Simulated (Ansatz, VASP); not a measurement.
**One calculation of Ni2Ge, two programs**

```
Ni Ge
1.0
     3.97184    0.00000    0.00000
    -1.98592    3.43971    0.00000
     0.00000    0.00000    5.01444
Ni Ge
4 2
Direct
  0.66667 0.33333 0.25000
  0.00000 0.00000 0.50000
  0.00000 0.00000 0.00000
  0.33333 0.66667 0.75000
  0.33333 0.66667 0.25000
  0.66667 0.33333 0.75000
```

Alike in both runs: functional PBEsol; k mesh 12 × 12 × 8; occupations gaussian, width 0.1 eV; no spin polarisation.

Ansatz relaxed the structure, and its values are those at the end. VASP's run is a single point on that final structure, the one shown.

```csv
,VASP,Ansatz
version,VASP 6.6.1,Ansatz 0.2.0
potentials or method,"VASP PAW PBE potentials, release 64 (Ni, Ge_d), cutoff 520 eV","scalar-relativistic, plane waves, PAW"
valence electrons in the cell,68,100
```

```csv
,VASP,Ansatz,Ansatz less VASP
gap on the k mesh at the Fermi level (eV),none,none,-
pressure (GPa),0.0,0.0,0.00
```

VASP's potentials were made for PBE, not for PBEsol. A gap of «none» marks a metal or a gap that the smearing closes. The functional is the same, so the differences come from potentials, cutoffs and numerics. VASP's potentials hold 68 valence electrons a cell and Ansatz's 100, so a difference there can come from the potentials and not from the codes.
